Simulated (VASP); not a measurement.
# CaO (Fm-3m) in VASP: a series of runs

CaO is run at these levels: PBE, PBEsol; tasks: single point.

All numbers are computed with VASP 6.6.1; they aren't measurements. Logs are shortened: lines on timing, memory, paths and dates and some standing lists are left out, and cuts for length are marked.

## (1) The cell of the first run

It takes space group Fm-3m (No. 225, cubic). The conventional cell has a = 4.795 Å, b = 4.795 Å, c = 4.795 Å, α = 90.00°, β = 90.00°, γ = 90.00°. Within 3.2 Å of Ca (site symmetry m-3m) lie 6 O at 2.40 Å. Within 3.2 Å of O (site symmetry m-3m) lie 6 Ca at 2.40 Å.

## (2) Single point, PBE

INCAR

```
SYSTEM = CaO
ALGO = Normal
EDIFF = 1E-6
ENCUT = 520
GGA = PE
ISIF = 2
ISMEAR = 0
LASPH = .True.
LCHARG = .False.
LREAL = .False.
LWAVE = .False.
NBANDS = 15
NELM = 80
PREC = Accurate
SIGMA = 0.5
```

KPOINTS

```
k-points
0
Gamma
  6 6 6
  0 0 0
```

POSCAR

```
CaO
1.0
    0.0000000000      2.3975501188      2.3975501188
    2.3975501188      0.0000000000      2.3975501188
    2.3975501188      2.3975501188      0.0000000000
Ca O
1 1
Direct
    0.0000000000      0.0000000000      0.0000000000
    0.5000000000      0.5000000000      0.5000000000
```

Potentials or basis: VASP PAW PBE potentials, release 64 (Ca_sv, O).

On the command line:

```bash
cat potpaw_PBE.64/Ca_sv/POTCAR potpaw_PBE.64/O/POTCAR > POTCAR
mpirun -np 1 vasp_std > vasp.out
```

OUTCAR:

```text
SYSTEM = CaO
   EDIFF = 1E-6
   ENCUT = 520
   GGA = PE
   ISIF = 2
   ISMEAR = 0
   LASPH = .True.
   LREAL = .False.
   NELM = 80
   PREC = Accurate

 ion  position               nearest neighbor table
   1  0.000  0.000  0.000-   2 2.40   2 2.40   2 2.40   2 2.40   2 2.40   2 2.40
   2  0.500  0.500  0.500-   1 2.40   1 2.40   1 2.40   1 2.40   1 2.40   1 2.40

  LATTYP: Found a face centered cubic cell.
 ALAT       =     4.7951002376

  Lattice vectors:

 A1 = (   0.0000000000,   2.3975501188,   2.3975501188)
 A2 = (   2.3975501188,   0.0000000000,   2.3975501188)
 A3 = (   2.3975501188,   2.3975501188,   0.0000000000)

Analysis of symmetry for initial positions (statically):
=====================================================================
 Subroutine PRICEL returns:
 Original cell was already a primitive cell.

 Routine SETGRP: Setting up the symmetry group for a
 face centered cubic supercell.

 Subroutine GETGRP returns: Found 48 space group operations
 (whereof 48 operations were pure point group operations)
 out of a pool of 48 trial point group operations.

The static configuration has the point symmetry O_h .

Analysis of symmetry for dynamics (positions and initial velocities):
=====================================================================
 Subroutine PRICEL returns:
 Original cell was already a primitive cell.

 Routine SETGRP: Setting up the symmetry group for a
 face centered cubic supercell.

 Subroutine GETGRP returns: Found 48 space group operations
 (whereof 48 operations were pure point group operations)
 out of a pool of 48 trial point group operations.

The dynamic configuration has the point symmetry O_h .

 Subroutine INISYM returns: Found 48 space group operations
 (whereof 48 operations are pure point group operations),
 and found     1 'primitive' translations

----------------------------------------------------------------------------------------

                                     Primitive cell

  volume of cell :      27.5634

  direct lattice vectors                    reciprocal lattice vectors
     0.000000000  2.397550119  2.397550119    -0.208546214  0.208546214  0.208546214
     2.397550119  0.000000000  2.397550119     0.208546214 -0.208546214  0.208546214
     2.397550119  2.397550119  0.000000000     0.208546214  0.208546214 -0.208546214

  length of vectors
     3.390647894  3.390647894  3.390647894     0.361212638  0.361212638  0.361212638

  position of ions in fractional coordinates (direct lattice)
     0.000000000  0.000000000  0.000000000
     0.500000000  0.500000000  0.500000000

  ion indices of the primitive-cell ions
   primitive index   ion index
                 1           1
                 2           2

----------------------------------------------------------------------------------------

 KPOINTS: k-points

Automatic generation of k-mesh.
 Grid dimensions read from file:
 generate k-points for:    6    6    6

 Generating k-lattice:

  Cartesian coordinates                     Fractional coordinates (reciprocal lattice)
    -0.034757702  0.034757702  0.034757702     0.166666667  0.000000000  0.000000000
     0.034757702 -0.034757702  0.034757702     0.000000000  0.166666667  0.000000000
     0.034757702  0.034757702 -0.034757702     0.000000000  0.000000000  0.166666667

  Length of vectors
     0.060202106  0.060202106  0.060202106

  Shift w.r.t. Gamma in fractional coordinates (k-lattice)
     0.000000000  0.000000000  0.000000000

 Subroutine IBZKPT returns following result:
 ===========================================

 Found     16 irreducible k-points:

 Following reciprocal coordinates:
            Coordinates               Weight
  0.000000  0.000000  0.000000      1.000000
  0.166667  0.000000  0.000000      8.000000
  0.333333  0.000000  0.000000      8.000000
  0.500000  0.000000  0.000000      4.000000
  0.166667  0.166667  0.000000      6.000000
  0.333333  0.166667  0.000000     24.000000
[... 8 lines left out ...]
 -0.333333  0.333333  0.166667     24.000000
 -0.333333  0.500000  0.166667     12.000000
   k-points           NKPTS =     16   k-points in BZ     NKDIM =     16   number of bands    NBANDS=     15
   number of dos      NEDOS =    301   number of ions     NIONS =      2
   total plane-waves  NPLWV =  21952
   dimension x,y,z NGX =    28 NGY =   28 NGZ =   28
   dimension x,y,z NGXF=    56 NGYF=   56 NGZF=   56
   ions per type =               1   1
   NGX,Y,Z   is equivalent  to a cutoff of  13.73, 13.73, 13.73 a.u.
   NGXF,Y,Z  is equivalent  to a cutoff of  27.46, 27.46, 27.46 a.u.
 SYSTEM =  CaO
   PREC   = accura    normal or accurate (medium, high low for compatibility)
   ISTART =      0    job   : 0-new  1-cont  2-samecut
   ICHARG =      2    charge: 1-file 2-atom 10-const
   ISPIN  =      1    spin polarized calculation?
   LNONCOLLINEAR =      F non collinear calculations
   LSORBIT =      F    spin-orbit coupling
   LASPH  =      T    aspherical Exc in radial PAW
   ENCUT  =  520.0 eV  38.22 Ry    6.18 a.u.   6.30  6.30  6.30*2*pi/ulx,y,z
   NELM   =     80;   NELMIN=  2; NELMDL= -5     # of ELM steps
   EDIFF  = 0.1E-05   stopping-criterion for ELM
   LREAL  =      F    real-space projection
   EDIFFG = 0.1E-04   stopping-criterion for IOM
   NSW    =      0    number of steps for IOM
   IBRION =     -1    ionic relax: 0-MD 1-quasi-New 2-CG
   NFREE  =      0    steps in history (QN), initial steepest desc. (CG)
   ISIF   =      2    stress and relaxation
   ISYM   =      2    0-nonsym 1-usesym 2-fastsym
   POTIM  = 0.5000    time-step for ionic-motion
   TEBEG  =    0.0;   TEEND  =   0.0 temperature during run
   PSTRESS=    0.0 pullay stress
   NELECT =      16.0000    total number of electrons
   NUPDOWN=      -1.0000    fix difference up-down
   EMIN   =  10.00;   EMAX   =-10.00  energy-range for DOS
   EFERMI =   0.00;   METHOD = LEGACY
   ISMEAR =     0;   SIGMA  =   0.50  broadening in eV -4-tet -1-fermi 0-gaus
   EFERMI_NEDOS =   21; number of points for ismear=-14 and -15
   IALGO  =     38    algorithm
   IMIX   =      4    mixing-type and parameters
     AMIX     =   0.40;   BMIX     =  1.00
     AMIX_MAG =   1.60;   BMIX_MAG =  1.00
  volume/ion in A,a.u.               =      13.78        93.00
  Fermi-wavevector in a.u.,A,eV,Ry     =   1.365643  2.580691 25.374598  1.864980
  Thomas-Fermi vector in A             =   2.491853
   LORBIT       =      0    0 simple, 1 ext, 2 COOP (PROOUT), +10 PAW based schemes
   GGA     = PE    functional components
   LHFCALC =     F    Hartree Fock is set to
   AEXX    =    0.0000 exact exchange contribution
   IVDW    =     0    specifies the selected vdW correction
   LEPSILON=     F    determine dielectric tensor
   LRPA    =     F    only Hartree local field effects (RPA)
 non-spin polarized calculation
 Gauss-broadening in eV      SIGMA  =   0.50
  energy-cutoff  :      520.00
  volume of cell :       27.56
 maximum number of plane-waves:       754
 NGX is ok and might be reduce to    28
   NGX = 13   NGY = 13   NGZ = 13

 number of electron      15.9999997 magnetization

 Free energy of the ion-electron system (eV)
  ---------------------------------------------------
  ext. energy  EPLUGINS =         0.00000000
  ---------------------------------------------------
  free energy    TOTEN  =       -12.79763600 eV

  energy without entropy =      -12.79763598  energy(sigma->0) =      -12.79763599

 E-fermi :   4.2145     XC(G=0): -10.5097

 val. band max:        2.3907950367   @ k =   0.0000   0.0000   0.0000
 cond. band min:       6.0236000461   @ k =   0.5000   0.5000   0.0000
 fundamental gap:      3.6328050094
 Fermi energy:         4.2144555518

 k-point     1 :       0.0000    0.0000    0.0000
  band No.  band energies     occupation
      1     -35.2181      2.00000
      2     -15.9768      2.00000
      3     -15.9768      2.00000
      4     -15.9768      2.00000
      5     -13.1552      2.00000
      6       2.3908      2.00000
      7       2.3908      2.00000
      8       2.3908      2.00000
      9       7.1612      0.00000
     10       8.6329      0.00000
     11       8.6329      0.00000
     12       8.6329      0.00000
     13      10.1489      0.00000
     14      10.1489      0.00000
     15      17.5070      0.00000

 k-point     2 :       0.1667    0.0000    0.0000
  band No.  band energies     occupation
      1     -35.1917      2.00000
      2     -16.3344      2.00000
      3     -15.9906      2.00000
      4     -15.9906      2.00000
      5     -12.7801      2.00000
      6       1.5283      2.00000
      7       2.0361      2.00000
      8       2.0361      2.00000
      9       8.2657      0.00000
     10       8.6180      0.00000
     11       9.0953      0.00000
     12       9.0953      0.00000
     13      10.7816      0.00000
     14      10.7816      0.00000
     15      18.3713      0.00000

 k-point     3 :       0.3333    0.0000    0.0000
  band No.  band energies     occupation
      1     -35.1386      2.00000
      2     -16.8898      2.00000
      3     -16.0180      2.00000
      4     -16.0180      2.00000
      5     -12.1847      2.00000
      6       0.2621      2.00000
      7       1.4358      2.00000
      8       1.4358      2.00000
      9       8.9518      0.00000
     10      10.1571      0.00000
     11      10.1571      0.00000
     12      10.1961      0.00000
     13      12.0848      0.00000
     14      12.0848      0.00000
     15      17.6833      0.00000
[... 199 lines left out ...]
 k-point    15 :      -0.3333    0.3333    0.1667
  band No.  band energies     occupation
      1     -35.0874      2.00000
      2     -16.7353      2.00000
      3     -16.3135      2.00000
      4     -16.1753      2.00000
      5     -12.3641      2.00000
      6       0.6607      2.00000
      7       1.2947      2.00000
      8       1.3749      2.00000
      9       8.9497      0.00000
     10       8.9551      0.00000
     11      11.1141      0.00000
     12      11.5310      0.00000
     13      12.5365      0.00000
     14      15.3567      0.00000
     15      16.1981      0.00000

 k-point    16 :      -0.3333    0.5000    0.1667
  band No.  band energies     occupation
      1     -35.0795      2.00000
      2     -16.4991      2.00000
      3     -16.3699      2.00000
      4     -16.3076      2.00000
      5     -12.6124      2.00000
      6       1.1806      2.00000
      7       1.3089      2.00000
      8       1.5813      2.00000
      9       7.4236      0.00000
     10      10.0932      0.00000
     11      10.7770      0.00000
     12      11.9762      0.00000
     13      12.1394      0.00000
     14      15.3882      0.00000
     15      16.1372      0.00000

------------------------ aborting loop because EDIFF is reached ----------------------------------------

  FORCE on cell =-STRESS in cart. coord.  units (eV):
  Direction    XX          YY          ZZ          XY          YZ          ZX
  --------------------------------------------------------------------------------------
  -------------------------------------------------------------------------------------
  Total        0.5254660      0.5254660      0.5254660      0.0000000     -0.0000000      0.0000000
  in kB       30.5437333     30.5437333     30.5437333      0.0000000     -0.0000000      0.0000000
  external PRESSURE =      30.5437333 kB  Pullay stress =       0.0000000 kB

 VOLUME and BASIS-vectors are now :
 -----------------------------------------------------------------------------
  energy-cutoff  :      520.00
  volume of cell :       27.56
      direct lattice vectors                 reciprocal lattice vectors
     0.000000000  2.397550119  2.397550119    -0.208546214  0.208546214  0.208546214
     2.397550119  0.000000000  2.397550119     0.208546214 -0.208546214  0.208546214
     2.397550119  2.397550119  0.000000000     0.208546214  0.208546214 -0.208546214

 POSITION                                       TOTAL-FORCE (eV/Angst)
 -----------------------------------------------------------------------------------
      0.00000      0.00000      0.00000         0.000000      0.000000      0.000000
      2.39755      2.39755      2.39755        -0.000000     -0.000000     -0.000000
 -----------------------------------------------------------------------------------
    total drift:                                0.000000      0.000000      0.000000

  FREE ENERGIE OF THE ION-ELECTRON SYSTEM (eV)
  ---------------------------------------------------
  free  energy   TOTEN  =       -12.7976359973 eV

  energy  without entropy=      -12.7976359809  energy(sigma->0) =      -12.79763599
```

Run time: 6.9 s. Hardware: 1 thread of Intel Xeon Platinum 8488C (Sapphire Rapids), shared host; peak memory 0.15 GiB.

What came out:

| Quantity | Value |
| --- | --- |
| Free energy | -12.7976 eV |
| Pressure | 3.1 GPa |
| Band gap on the k mesh | 3.63 eV, indirect (least direct gap 4.01 eV) |

Levels at points of the mesh, in eV from the valence-band top:
```tsv
k point	band 4	band 5	band 6	band 7	band 8	band 9	band 10	band 11	band 12	band 13
(0.00, 0.00, 0.00)	-18.37	-15.55	0.00	0.00	0.00	4.77	6.24	6.24	6.24	7.76
(0.50, 0.00, 0.00)	-18.42	-14.32	-2.66	-1.22	-1.22	7.08	8.39	8.39	8.56	10.48
(0.50, 0.50, 0.00)	-18.60	-15.31	-1.30	-0.37	-0.37	3.63	8.10	8.93	9.58	9.58
```

A k mesh can miss the band edges.

## (3) Single point, PBE

INCAR

```
ALGO = Normal
EDIFF = 1E-7
ENCUT = 520
GGA = PE
ISIF = 2
ISMEAR = 0
LASPH = True
LCHARG = False
LREAL = False
LWAVE = False
NBANDS = 15
NELM = 60
PREC = Accurate
SIGMA = 0.001
```

KPOINTS

```
k-points
0
Gamma
  6 6 6
```

POSCAR is that of step 2.

Potentials or basis: VASP PAW PBE potentials, release 64 (Ca_sv, O).

On the command line:

```bash
cat potpaw_PBE.64/Ca_sv/POTCAR potpaw_PBE.64/O/POTCAR > POTCAR
mpirun -np 1 vasp_std > vasp.out
```

OUTCAR:

```text
EDIFF = 1E-7
   ENCUT = 520
   GGA = PE
   ISIF = 2
   ISMEAR = 0
   LASPH = True
   LREAL = False
   NELM = 60
   PREC = Accurate

 ion  position               nearest neighbor table
   1  0.000  0.000  0.000-   2 2.40   2 2.40   2 2.40   2 2.40   2 2.40   2 2.40
   2  0.500  0.500  0.500-   1 2.40   1 2.40   1 2.40   1 2.40   1 2.40   1 2.40

  LATTYP: Found a face centered cubic cell.
 ALAT       =     4.7951002376

  Lattice vectors:

 A1 = (   0.0000000000,   2.3975501188,   2.3975501188)
 A2 = (   2.3975501188,   0.0000000000,   2.3975501188)
 A3 = (   2.3975501188,   2.3975501188,   0.0000000000)

Analysis of symmetry for initial positions (statically):
=====================================================================
 Subroutine PRICEL returns:
 Original cell was already a primitive cell.

 Routine SETGRP: Setting up the symmetry group for a
 face centered cubic supercell.

 Subroutine GETGRP returns: Found 48 space group operations
 (whereof 48 operations were pure point group operations)
 out of a pool of 48 trial point group operations.

The static configuration has the point symmetry O_h .

Analysis of symmetry for dynamics (positions and initial velocities):
=====================================================================
 Subroutine PRICEL returns:
 Original cell was already a primitive cell.

 Routine SETGRP: Setting up the symmetry group for a
 face centered cubic supercell.

 Subroutine GETGRP returns: Found 48 space group operations
 (whereof 48 operations were pure point group operations)
 out of a pool of 48 trial point group operations.

The dynamic configuration has the point symmetry O_h .

 Subroutine INISYM returns: Found 48 space group operations
 (whereof 48 operations are pure point group operations),
 and found     1 'primitive' translations

----------------------------------------------------------------------------------------

                                     Primitive cell

  volume of cell :      27.5634

[... 108 lines left out ...]
   LEPSILON=     F    determine dielectric tensor
   LRPA    =     F    only Hartree local field effects (RPA)
 non-spin polarized calculation
 Gauss-broadening in eV      SIGMA  =   0.00
  energy-cutoff  :      520.00
  volume of cell :       27.56
 maximum number of plane-waves:       754
 NGX is ok and might be reduce to    28
   NGX = 13   NGY = 13   NGZ = 13

 number of electron      15.9999997 magnetization

 Free energy of the ion-electron system (eV)
  ---------------------------------------------------
  ext. energy  EPLUGINS =         0.00000000
  ---------------------------------------------------
  free energy    TOTEN  =       -12.79763612 eV

  energy without entropy =      -12.79763612  energy(sigma->0) =      -12.79763612

 E-fermi :   2.4150     XC(G=0): -10.5099

 val. band max:        2.3900945626   @ k =   0.0000   0.0000   0.0000
 cond. band min:       6.0234650395   @ k =   0.5000   0.5000   0.0000
 fundamental gap:      3.6333704769
 Fermi energy:         2.4150214375

 k-point     1 :       0.0000    0.0000    0.0000
  band No.  band energies     occupation
      1     -35.2178      2.00000
      2     -15.9766      2.00000
      3     -15.9766      2.00000
      4     -15.9766      2.00000
      5     -13.1559      2.00000
      6       2.3901      2.00000
      7       2.3901      2.00000
      8       2.3901      2.00000
      9       7.1608      0.00000
     10       8.6329      0.00000
     11       8.6329      0.00000
     12       8.6329      0.00000
     13      10.1490      0.00000
     14      10.1490      0.00000
[... 257 lines left out ...]
      2     -16.4989      2.00000
      3     -16.3698      2.00000
      4     -16.3074      2.00000
      5     -12.6131      2.00000
      6       1.1800      2.00000
      7       1.3083      2.00000
      8       1.5807      2.00000
      9       7.4234      0.00000
     10      10.0930      0.00000
     11      10.7770      0.00000
     12      11.9763      0.00000
     13      12.1395      0.00000
     14      15.3880      0.00000
     15      16.1371      0.00000

------------------------ aborting loop because EDIFF is reached ----------------------------------------

  FORCE on cell =-STRESS in cart. coord.  units (eV):
  Direction    XX          YY          ZZ          XY          YZ          ZX
  --------------------------------------------------------------------------------------
  -------------------------------------------------------------------------------------
  Total        0.5300121      0.5300121      0.5300121      0.0000000     -0.0000000     -0.0000000
  in kB       30.8079874     30.8079874     30.8079874      0.0000000     -0.0000000     -0.0000000
  external PRESSURE =      30.8079874 kB  Pullay stress =       0.0000000 kB

 VOLUME and BASIS-vectors are now :
 -----------------------------------------------------------------------------
  energy-cutoff  :      520.00
  volume of cell :       27.56
      direct lattice vectors                 reciprocal lattice vectors
     0.000000000  2.397550119  2.397550119    -0.208546214  0.208546214  0.208546214
     2.397550119  0.000000000  2.397550119     0.208546214 -0.208546214  0.208546214
     2.397550119  2.397550119  0.000000000     0.208546214  0.208546214 -0.208546214

 POSITION                                       TOTAL-FORCE (eV/Angst)
 -----------------------------------------------------------------------------------
      0.00000      0.00000      0.00000         0.000000     -0.000000     -0.000000
      2.39755      2.39755      2.39755        -0.000000      0.000000      0.000000
 -----------------------------------------------------------------------------------
    total drift:                                0.000000      0.000000      0.000000

  FREE ENERGIE OF THE ION-ELECTRON SYSTEM (eV)
  ---------------------------------------------------
  free  energy   TOTEN  =       -12.7976361206 eV

  energy  without entropy=      -12.7976361206  energy(sigma->0) =      -12.79763612
```

stdout:

```text
POSCAR found type information on POSCAR CaO
 POSCAR found :  2 types and       2 ions
 scaLAPACK will be used
 LDA part: xc-table for (Slater+PW92), standard interpolation
 POSCAR, INCAR and KPOINTS ok, starting setup
 FFT: planning ... GRIDC
 FFT: planning ... GRID_SOFT
 FFT: planning ... GRID
 WAVECAR not read
 entering main loop
```

Wall time 7.5 s (1 thread of Intel Xeon Platinum 8488C (Sapphire Rapids), shared host); peak memory 0.15 GiB.

Results:

```
Free energy            : -12.7976 eV
Pressure               : 3.1 GPa
Band gap on the k mesh : 3.63 eV, indirect (least direct gap 4.01 eV)
```

A k mesh can miss the band edges. PBE gaps usually lie below the measured ones, often by a third to a half.

[end of part 1 of 2]
